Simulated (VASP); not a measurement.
**Si2GeO6: single point with PBE**

Si2GeO6:

```
Si Ge O
1.0
     4.40303   -2.49976   -0.00069
     4.40303    2.49976   -0.00069
    -0.06249    0.00000    5.57253
Si Ge O
2 1 6
Cartesian
  2.3347 1.3290 1.8777
  6.4089 1.3290 3.6934
  4.4030 -0.1486 -0.0007
  4.9552 0.8649 4.2758
  1.8431 0.3210 3.0646
  3.7883 0.8649 1.2953
  3.0918 -1.1929 4.9180
  6.9005 0.3210 2.5066
  5.6518 -1.1929 0.6531
```

* Program: VASP 6.6.1
* Task: single point
* Functional: PBE
* Potentials or basis: VASP PAW PBE potentials, release 64 (Si, Ge_d, O)
* Cutoff: 600 eV
* k mesh: 6 × 6 × 4
* Occupations: methfessel-paxton, width 0.02 eV
* Spin: no spin polarisation

| Property | Result |
| --- | --- |
| Pressure | -0.3 GPa |
| Largest force | 0.075 eV/Å |
| Band gap on the k mesh | 4.55 eV (least direct gap 4.73 eV) |

Forces in eV/Å, atoms in the order of the input:
```
Si   0.009  0.006  0.011
Si  -0.009  0.006 -0.011
Ge   0.000 -0.014  0.000
O   -0.029 -0.044  0.053
O    0.005  0.001 -0.006
O    0.029 -0.044 -0.053
O    0.051  0.043  0.030
O   -0.005  0.001  0.006
O   -0.051  0.043 -0.030
```

Levels at points of the mesh, in eV from the valence-band top:
```tsv
k point	band 26	band 27	band 28	band 29	band 30	band 31	band 32	band 33
(0.00, 0.00, 0.00)	-1.01	-0.60	-0.26	-0.18	4.55	8.25	8.82	9.08
(0.50, 0.00, 0.00)	-0.73	-0.64	-0.22	-0.07	5.91	8.23	8.71	9.18
(0.50, 0.50, 0.00)	-0.82	-0.43	-0.21	-0.06	6.29	7.53	8.75	8.83
(0.00, 0.00, 0.50)	-1.01	-0.35	-0.28	-0.08	5.75	7.34	8.73	9.08
(0.50, 0.00, 0.50)	-0.82	-0.67	-0.54	-0.16	6.03	8.51	9.02	9.49
(0.50, 0.50, 0.50)	-0.89	-0.58	-0.35	-0.06	6.11	8.40	8.58	9.25
```

Run time: 6.9 min on 1 thread of Oxide Virtual Turin-like Processor, on a shared host, peak memory 0.37 GiB.

A k mesh can miss the band edges.
